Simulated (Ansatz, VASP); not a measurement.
Two plane-wave programs on Mo

```xyz
1
Lattice="-1.5566 1.5566 1.5566 1.5566 -1.5566 1.5566 1.5566 1.5566 -1.5566" Properties=species:S:1:pos:R:3 pbc="T T T"
Mo    0.0000    0.0000    0.0000
```

Alike in both runs: task single point; functional LDA; k mesh 2 × 2 × 2; occupations fermi-dirac, width 0.1 eV; no spin polarisation.

```csv
,VASP,Ansatz
version,VASP 6.6.1,Ansatz 0.2.0
potentials or method,"VASP PAW LDA potentials, release 64 (Mo_sv), cutoff 520 eV","plane waves (420 eV) with PAW, scalar-relativistic"
valence electrons in the cell,14,14
```

VASP gave:

```
pressure (GPa) : 9.1
```

Problem. Which values does Ansatz return?

Solution. Pressure (GPa): 8.2.

Ansatz warns that its potentials were made for another functional, while VASP's fit it. LDA's correlation is that of Perdew and Zunger in VASP and of Perdew and Wang (1992) in Ansatz.

The k mesh is coarse, so the values compare programs but aren't converged.
